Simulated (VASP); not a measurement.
Wanted: the native input for a VASP 6.6.1 run.

| Quantity | Value |
| --- | --- |
| Task | single point |
| Functional | PBEsol |
| Potentials or basis | VASP PAW PBE potentials, release 64 (Al) |
| Cutoff | 500 eV |
| k mesh | 17 × 17 × 10 |
| Occupations | gaussian, width 0.1 eV |
| Spin | no spin polarisation |
| Dipole correction | no |
| Further INCAR settings | ALGO = Normal; EDIFF = 1e-06; NBANDS = 10 |

The structure of Al lies in POSCAR:

```
Al
1.0
    2.8507010643      0.0000000000      0.0000000000
   -1.4253505322      2.4687795403      0.0000000000
    0.0000000000      0.0000000000      4.6354331293
Al
2
Direct
    0.3333333333      0.6666666667      0.2500000000
    0.6666666667      0.3333333333      0.7500000000
```

This isn't the form of Al at room conditions, which is fcc.

The input as run:

INCAR

```
SYSTEM = Al
ALGO = Normal
EDIFF = 1E-6
ENCUT = 500
GGA = PS
GGA_COMPAT = .False.
ISIF = 2
ISMEAR = 0
LASPH = .True.
LCHARG = .False.
LREAL = .False.
LWAVE = .False.
NBANDS = 10
NELM = 120
PREC = Accurate
SIGMA = 0.1
```

KPOINTS

```
k-points
0
Gamma
  17 17 10
  0 0 0
```

Potentials or basis: VASP PAW PBE potentials, release 64 (Al).

Run with:

```bash
$ cat potpaw_PBE.64/Al/POTCAR > POTCAR
$ mpirun -np 1 vasp_std > vasp.out
```

It gave:

```yaml
Pressure: 0.0 GPa
Band_gap_on_the_k_mesh: zero (bands 3 and 4 overlap by 7.43 eV)
```

Caveat: the PAW data sets were made with another functional, which shifts forces and pressure a little.

Run time: 30 s on 1 thread of Intel Xeon 8259CL, with other jobs on the host, peak memory 0.18 GiB.
